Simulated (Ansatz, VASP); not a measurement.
# K: VASP beside Ansatz

```
CELL_PARAMETERS angstrom
4.76240 0.00000 0.00000
-2.38120 4.12436 0.00000
0.00000 0.00000 7.82997
ATOMIC_POSITIONS crystal
K 0.33333 0.66667 0.25000
K 0.66667 0.33333 0.75000
```

Alike in both runs: task single point; functional LDA; k mesh 7 × 7 × 4; no spin polarisation.

|  | VASP | Ansatz |
| --- | --- | --- |
| version | VASP 6.6.1 | Ansatz 0.2.0 |
| potentials or method | VASP PAW LDA potentials, release 64 (K_sv), cutoff 520 eV | plane waves, PAW |
| occupations | fermi-dirac, width 0.1 eV | fermi-dirac |
| valence electrons in the cell | 18 | 18 |

```csv
,VASP,Ansatz,Ansatz less VASP
pressure (GPa),-0.6,-0.6,+0.02
```

LDA's correlation is that of Perdew and Zunger in VASP and of Perdew and Wang (1992) in Ansatz.
